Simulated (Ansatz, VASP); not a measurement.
Two plane-wave programs on Te2Mo

```
Te Mo
1.0
     3.55698    0.00000    0.00000
    -1.77849    3.08043    0.00000
     0.00000    0.00000   30.42352
Te Mo
8 4
Direct
  0.33333 0.66667 0.31558
  0.33333 0.66667 0.81558
  0.66667 0.33333 0.06558
  0.66667 0.33333 0.56558
  0.33333 0.66667 0.43442
  0.33333 0.66667 0.93442
  0.66667 0.33333 0.18442
  0.66667 0.33333 0.68442
  0.33333 0.66667 0.12500
  0.33333 0.66667 0.62500
  0.66667 0.33333 0.37500
  0.66667 0.33333 0.87500
```

Alike in both runs: task single point; functional PBE; k mesh 6 × 6 × 1; occupations gaussian, width 0.1 eV; no spin polarisation.

|  | VASP | Ansatz |
| --- | --- | --- |
| version | VASP 6.6.1 | Ansatz 0.2.0 |
| potentials or method | VASP PAW PBE potentials, release 64 (Te, Mo_sv), cutoff 520 eV | scalar-relativistic, plane waves, PAW |
| valence electrons in the cell | 104 | 184 |

Ansatz gave:

* gap on the k mesh at the Fermi level (eV): 1.03
* least direct gap on the mesh (eV): 1.03
* pressure (GPa): 0.0
* traceless stress, the component that is largest in VASP (GPa): 0.04
* rms of the force components (eV/Å): 0.002

Which values does VASP return?

gap on the k mesh at the Fermi level (eV): 1.03; least direct gap on the mesh (eV): 1.03; pressure (GPa): 0.0; traceless stress, the component that is largest in VASP (GPa): 0.10; rms of the force components (eV/Å): 0.008.

Atom by atom the forces differ by 0.006 eV/Å (rms over components). The functional is the same, so the differences come from potentials, cutoffs and numerics. VASP's potentials hold 104 valence electrons a cell and Ansatz's 184, so a difference there can come from the potentials and not from the codes.

Spin-orbit coupling is off throughout.
